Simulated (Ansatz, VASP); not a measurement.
## Two plane-wave programs on V

INCAR

```
SYSTEM = V
PREC = Accurate
ENCUT = 520
EDIFF = 1E-6
ISMEAR = -1
SIGMA = 0.1
LREAL = .FALSE.
LASPH = .TRUE.
NELM = 60
ALGO = Normal
ISIF = 2
LWAVE = .FALSE.
LCHARG = .TRUE.
GGA = PE
LELF = .TRUE.
LVHAR = .TRUE.
NBANDS = 20
```

The input KPOINTS:

```
regular mesh
0
G
  16 16 8
  0 0 0
```

The input POSCAR:

```
V
1.0
    2.6139871847      0.0000000000      0.0000000000
   -1.3069935923      2.2637793071      0.0000000000
    0.0000000000      0.0000000000      4.6859209187
V
2
Direct
    0.3333333333      0.6666666667      0.2500000000
    0.6666666667      0.3333333333      0.7500000000
```

Input for Ansatz:

```yaml
crystal:
  lattice:
    - [2.6139871847, 0.0, 0.0]
    - [-1.3069935923, 2.2637793071, 0.0]
    - [0.0, 0.0, 4.6859209187]
  atoms:
    - { symbol: V, position: [0.3333333333, 0.6666666667, 0.25] }
    - { symbol: V, position: [0.6666666667, 0.3333333333, 0.75] }
hamiltonian:
  xc: pbe
  pseudopotentials:
    kind: paw
    azcp:
      V: "pseudopotentials/V.paw.azcp"
basis:
  ecutwfc: 420
  fft_grid_basis: typed
kpoints:
  mp_grid: { grid: [16, 16, 8], shift: [0, 0, 0] }
magnetization:
  spin_polarized: false
scf:
  occupations: { method: fermi_dirac, width: 0.1 }
  lower_state_search: "off"
output:
  stress: true
```

Alike in both runs: task single point; functional PBE; k mesh 16 × 16 × 8; occupations fermi-dirac, width 0.1 eV; no spin polarisation.

|  | VASP | Ansatz |
| --- | --- | --- |
| version | VASP 6.6.1 | Ansatz 0.2.0 |
| potentials or method | VASP PAW PBE potentials, release 64 (V_sv), cutoff 520 eV | plane waves (420 eV) with PAW, scalar-relativistic |
| valence electrons in the cell | 26 | 26 |

```csv
,VASP,Ansatz,Ansatz less VASP
pressure (GPa),0.2,0.0,-0.22
```

The functional is the same, so the differences come from potentials, cutoffs and numerics.
